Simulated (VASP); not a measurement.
# Ca (Pm-3m) in VASP: settings compared

Ca is run at these levels: LDA, revPBE+D3(BJ), PBE+D3(BJ); tasks: single point, relaxation of cell and atoms.

Everything below comes from runs of VASP 6.6.1. Logs are shortened: lines on timing, memory, paths and dates and some standing lists are left out, and cuts for length are marked.

## 1. The cell of the first run

Symmetry: Pm-3m, No. 221, cubic system. The conventional cell has a = 3.367 Å, b = 3.367 Å, c = 3.367 Å, α = 90.00°, β = 90.00°, γ = 90.00°. Within 4.4 Å of Ca (site symmetry m-3m) lie 6 Ca at 3.37 Å.

This isn't the form of Ca at room conditions, which is fcc.

## 2. Single point, LDA

The input, INCAR:

```
PREC = Accurate
ENCUT = 520
EDIFF = 1E-6
ISMEAR = -1
SIGMA = 0.1
LREAL = False
LASPH = True
NELM = 80
ALGO = Normal
ISIF = 2
LWAVE = False
LCHARG = True
GGA = CA
LELF = True
LVHAR = True
NBANDS = 11
```

The input, KPOINTS:

```
regular mesh
0
Gamma
  12 12 12
```

The input, POSCAR:

```
Ca
1.0
    3.3668316838      0.0000000000      0.0000000000
    0.0000000000      3.3668316838      0.0000000000
    0.0000000000      0.0000000000      3.3668316838
Ca
1
Direct
    0.0000000000      0.0000000000      0.0000000000
```

Potentials or basis: VASP PAW LDA potentials, release 64 (Ca_sv).

Launch:

```sh
cat potpaw_LDA.64/Ca_sv/POTCAR > POTCAR
mpirun -np 1 vasp_std > vasp.out
```

OUTCAR:

```text
PREC = Accurate
   ENCUT = 520
   EDIFF = 1E-6
   ISMEAR = -1
   LREAL = False
   LASPH = True
   NELM = 80
   ISIF = 2
   GGA = CA

 ion  position               nearest neighbor table
   1  0.000  0.000  0.000-

  LATTYP: Found a simple cubic cell.
 ALAT       =     3.3668316838

  Lattice vectors:

 A1 = (   3.3668316838,   0.0000000000,   0.0000000000)
 A2 = (   0.0000000000,   3.3668316838,   0.0000000000)
 A3 = (   0.0000000000,   0.0000000000,   3.3668316838)

Analysis of symmetry for initial positions (statically):
=====================================================================
 Subroutine PRICEL returns:
 Original cell was already a primitive cell.

 Routine SETGRP: Setting up the symmetry group for a
 simple cubic supercell.

 Subroutine GETGRP returns: Found 48 space group operations
 (whereof 48 operations were pure point group operations)
 out of a pool of 48 trial point group operations.

The static configuration has the point symmetry O_h .

Analysis of symmetry for dynamics (positions and initial velocities):
=====================================================================
 Subroutine PRICEL returns:
 Original cell was already a primitive cell.

 Routine SETGRP: Setting up the symmetry group for a
 simple cubic supercell.

 Subroutine GETGRP returns: Found 48 space group operations
 (whereof 48 operations were pure point group operations)
 out of a pool of 48 trial point group operations.

The dynamic configuration has the point symmetry O_h .

 Subroutine INISYM returns: Found 48 space group operations
 (whereof 48 operations are pure point group operations),
 and found     1 'primitive' translations

----------------------------------------------------------------------------------------

                                     Primitive cell

  volume of cell :      38.1649

  direct lattice vectors                    reciprocal lattice vectors
     3.366831684  0.000000000  0.000000000     0.297015145  0.000000000  0.000000000
     0.000000000  3.366831684  0.000000000     0.000000000  0.297015145  0.000000000
     0.000000000  0.000000000  3.366831684     0.000000000  0.000000000  0.297015145

  length of vectors
     3.366831684  3.366831684  3.366831684     0.297015145  0.297015145  0.297015145

  position of ions in fractional coordinates (direct lattice)
     0.000000000  0.000000000  0.000000000

  ion indices of the primitive-cell ions
   primitive index   ion index
                 1           1

----------------------------------------------------------------------------------------

 KPOINTS: regular mesh

Automatic generation of k-mesh.
 Grid dimensions read from file:
 generate k-points for:   12   12   12

 Generating k-lattice:

  Cartesian coordinates                     Fractional coordinates (reciprocal lattice)
     0.024751262  0.000000000  0.000000000     0.083333333  0.000000000  0.000000000
     0.000000000  0.024751262  0.000000000     0.000000000  0.083333333  0.000000000
     0.000000000  0.000000000  0.024751262     0.000000000  0.000000000  0.083333333

  Length of vectors
     0.024751262  0.024751262  0.024751262

  Shift w.r.t. Gamma in fractional coordinates (k-lattice)
     0.000000000  0.000000000  0.000000000

 Subroutine IBZKPT returns following result:
 ===========================================

 Found     84 irreducible k-points:

 Following reciprocal coordinates:
            Coordinates               Weight
  0.000000  0.000000  0.000000      1.000000
  0.083333  0.000000  0.000000      6.000000
  0.166667  0.000000  0.000000      6.000000
  0.250000  0.000000  0.000000      6.000000
  0.333333  0.000000  0.000000      6.000000
  0.416667  0.000000  0.000000      6.000000
[... 16 lines left out ...]
  0.333333  0.333333  0.000000     12.000000
  0.416667  0.333333  0.000000     24.000000
 [... further k-points ...]
   k-points           NKPTS =     84   k-points in BZ     NKDIM =     84   number of bands    NBANDS=     11
   number of dos      NEDOS =    301   number of ions     NIONS =      1
   total plane-waves  NPLWV =  21952
   dimension x,y,z NGX =    28 NGY =   28 NGZ =   28
   dimension x,y,z NGXF=    56 NGYF=   56 NGZF=   56
   ions per type =               1
   NGX,Y,Z   is equivalent  to a cutoff of  13.83, 13.83, 13.83 a.u.
   NGXF,Y,Z  is equivalent  to a cutoff of  27.65, 27.65, 27.65 a.u.
 SYSTEM =  unknown system
   PREC   = accura    normal or accurate (medium, high low for compatibility)
   ISTART =      0    job   : 0-new  1-cont  2-samecut
   ICHARG =      2    charge: 1-file 2-atom 10-const
   ISPIN  =      1    spin polarized calculation?
   LNONCOLLINEAR =      F non collinear calculations
   LSORBIT =      F    spin-orbit coupling
   LASPH  =      T    aspherical Exc in radial PAW
   ENCUT  =  520.0 eV  38.22 Ry    6.18 a.u.   6.26  6.26  6.26*2*pi/ulx,y,z
   NELM   =     80;   NELMIN=  2; NELMDL= -5     # of ELM steps
   EDIFF  = 0.1E-05   stopping-criterion for ELM
   LREAL  =      F    real-space projection
[... 7 lines left out ...]
   TEBEG  =    0.0;   TEEND  =   0.0 temperature during run
   PSTRESS=    0.0 pullay stress
   NELECT =      10.0000    total number of electrons
   NUPDOWN=      -1.0000    fix difference up-down
   EMIN   =  10.00;   EMAX   =-10.00  energy-range for DOS
   EFERMI =   0.00;   METHOD = LEGACY
   ISMEAR =    -1;   SIGMA  =   0.10  broadening in eV -4-tet -1-fermi 0-gaus
   EFERMI_NEDOS =   21; number of points for ismear=-14 and -15
   IALGO  =     38    algorithm
   IMIX   =      4    mixing-type and parameters
     AMIX     =   0.40;   BMIX     =  1.00
     AMIX_MAG =   1.60;   BMIX_MAG =  1.00
  volume/ion in A,a.u.               =      38.16       257.55
  Fermi-wavevector in a.u.,A,eV,Ry     =   1.047579  1.979637 14.931328  1.097422
  Thomas-Fermi vector in A             =   2.182465
   LORBIT       =      0    0 simple, 1 ext, 2 COOP (PROOUT), +10 PAW based schemes
   GGA     = CA    functional components
   LHFCALC =     F    Hartree Fock is set to
   AEXX    =    0.0000 exact exchange contribution
   IVDW    =     0    specifies the selected vdW correction
   LEPSILON=     F    determine dielectric tensor
   LRPA    =     F    only Hartree local field effects (RPA)
 non-spin polarized calculation
  energy-cutoff  :      520.00
  volume of cell :       38.16
 maximum number of plane-waves:      1064
 NGX is ok and might be reduce to    28
   NGX = 13   NGY = 13   NGZ = 13

 number of electron      10.0000001 magnetization

 Free energy of the ion-electron system (eV)
  ---------------------------------------------------
  ext. energy  EPLUGINS =         0.00000000
  ---------------------------------------------------
  free energy    TOTEN  =        -1.84238339 eV

  energy without entropy =       -1.81426929  energy(sigma->0) =       -1.82832634

 E-fermi :   2.0694     XC(G=0):  -8.2725

 val. band max:        2.0324145111   @ k =   0.4167   0.3333   0.3333
 cond. band min:       2.1518910907   @ k =   0.5000   0.3333   0.3333
 fundamental gap:      0.1194765796
 Fermi energy:         2.0693973367

 k-point     1 :       0.0000    0.0000    0.0000
  band No.  band energies     occupation
      1     -39.4266      2.00000
      2     -20.5644      2.00000
      3     -20.5644      2.00000
      4     -20.5644      2.00000
      5      -1.9355      2.00000
      6       2.7653      0.00190
      7       2.7653      0.00190
      8       6.5078      0.00000
      9       6.5078      0.00000
     10       6.5078      0.00000
     11      11.5115      0.00000

 k-point     2 :       0.0833    0.0000    0.0000
  band No.  band energies     occupation
      1     -39.4244      2.00000
      2     -20.5872      2.00000
      3     -20.5625      2.00000
      4     -20.5625      2.00000
      5      -1.8259      2.00000
      6       2.7985      0.00136
      7       2.8124      0.00119
      8       6.3782      0.00000
      9       6.3782      0.00000
     10       6.5164      0.00000
     11      10.8241      0.00000

 k-point     3 :       0.1667    0.0000    0.0000
  band No.  band energies     occupation
      1     -39.4184      2.00000
      2     -20.6488      2.00000
      3     -20.5572      2.00000
      4     -20.5572      2.00000
      5      -1.5062      2.00000
      6       2.8917      0.00054
      7       2.9132      0.00043
      8       6.0616      0.00000
      9       6.0616      0.00000
     10       6.5400      0.00000
     11       9.6274      0.00000

 k-point     4 :       0.2500    0.0000    0.0000
  band No.  band energies     occupation
      1     -39.4102      2.00000
      2     -20.7319      2.00000
      3     -20.5500      2.00000
      4     -20.5500      2.00000
      5      -1.0021      2.00000
      6       2.9394      0.00033
      7       3.0253      0.00014
      8       5.6915      0.00000
      9       5.6915      0.00000
     10       6.5727      0.00000
     11       8.6218      0.00000
[... 239 lines left out ...]
 k-point    22 :       0.5000    0.2500    0.0000
  band No.  band energies     occupation
      1     -39.3780      2.00000
      2     -20.8717      2.00000
      3     -20.6945      2.00000
      4     -20.5220      2.00000
      5       1.6421      1.97251
      6       1.8622      1.77638
      7       3.8824      0.00000
      8       4.8677      0.00000
      9       5.2474      0.00000
     10       5.9683      0.00000
     11       7.8208      0.00000

 k-point    23 :       0.3333    0.3333    0.0000
  band No.  band energies     occupation
      1     -39.3780      2.00000
      2     -20.7863      2.00000
      3     -20.7791      2.00000
      4     -20.5221      2.00000
      5       0.9072      1.99998
      6       2.7529      0.00215
      7       4.0836      0.00000
      8       4.5703      0.00000
      9       5.5338      0.00000
     10       5.6723      0.00000
     11       8.3114      0.00000

 k-point    24 :       0.4167    0.3333    0.0000
  band No.  band energies     occupation
      1     -39.3722      2.00000
      2     -20.8397      2.00000
      3     -20.7750      2.00000
      4     -20.5170      2.00000
      5       1.3526      1.99846
      6       2.5526      0.01581
      7       4.2413      0.00000
      8       4.7210      0.00000
      9       5.3978      0.00000
     10       5.6673      0.00000
     11       7.8786      0.00000

 [... further k-points ...]

------------------------ aborting loop because EDIFF is reached ----------------------------------------

  FORCE on cell =-STRESS in cart. coord.  units (eV):
  Direction    XX          YY          ZZ          XY          YZ          ZX
  --------------------------------------------------------------------------------------
  -------------------------------------------------------------------------------------
  Total       -0.0070112     -0.0070112     -0.0070112     -0.0000000      0.0000000     -0.0000000
  in kB       -0.2943332     -0.2943332     -0.2943332     -0.0000000      0.0000000     -0.0000000
  external PRESSURE =      -0.2943332 kB  Pullay stress =       0.0000000 kB

 VOLUME and BASIS-vectors are now :
 -----------------------------------------------------------------------------
  energy-cutoff  :      520.00
  volume of cell :       38.16
      direct lattice vectors                 reciprocal lattice vectors
     3.366831684  0.000000000  0.000000000     0.297015145  0.000000000  0.000000000
     0.000000000  3.366831684  0.000000000     0.000000000  0.297015145  0.000000000
     0.000000000  0.000000000  3.366831684     0.000000000  0.000000000  0.297015145

 POSITION                                       TOTAL-FORCE (eV/Angst)
 -----------------------------------------------------------------------------------
      0.00000      0.00000      0.00000         0.000000      0.000000      0.000000
 -----------------------------------------------------------------------------------
    total drift:                               -0.000000     -0.000000     -0.000000

  FREE ENERGIE OF THE ION-ELECTRON SYSTEM (eV)
  ---------------------------------------------------
  free  energy   TOTEN  =        -1.8423833869 eV

  energy  without entropy=       -1.8142692886  energy(sigma->0) =       -1.82832634
```

It took 14 s on 1 thread of Intel Xeon 6975P-C (Granite Rapids), shared host; peak memory 0.16 GiB.

What came out:

| Quantity | Value |
| --- | --- |
| Free energy | -1.8424 eV |
| Pressure | 0.0 GPa |
| Band gap on the k mesh | zero (bands 5 and 6 overlap by 0.95 eV) |

Levels at points of the mesh, in eV from the Fermi level:
| k point | band 2 | band 3 | band 4 | band 5 | band 6 | band 7 | band 8 | band 9 |
| --- | --- | --- | --- | --- | --- | --- | --- | --- |
| (0.00, 0.00, 0.00) | -22.63 | -22.63 | -22.63 | -4.00 | 0.70 | 0.70 | 4.44 | 4.44 |
| (0.50, 0.00, 0.00) | -22.96 | -22.60 | -22.60 | -1.19 | -0.35 | 1.25 | 3.01 | 3.01 |
| (0.50, 0.50, 0.00) | -22.92 | -22.92 | -22.58 | -0.57 | 0.94 | 2.79 | 2.79 | 3.35 |
| (0.50, 0.50, 0.50) | -22.88 | -22.88 | -22.88 | 0.57 | 0.57 | 0.57 | 5.32 | 5.32 |

(Part 1 of 2 ends here.)

The gap in the log of VASP goes by the Fermi energy; the results here count the filled bands.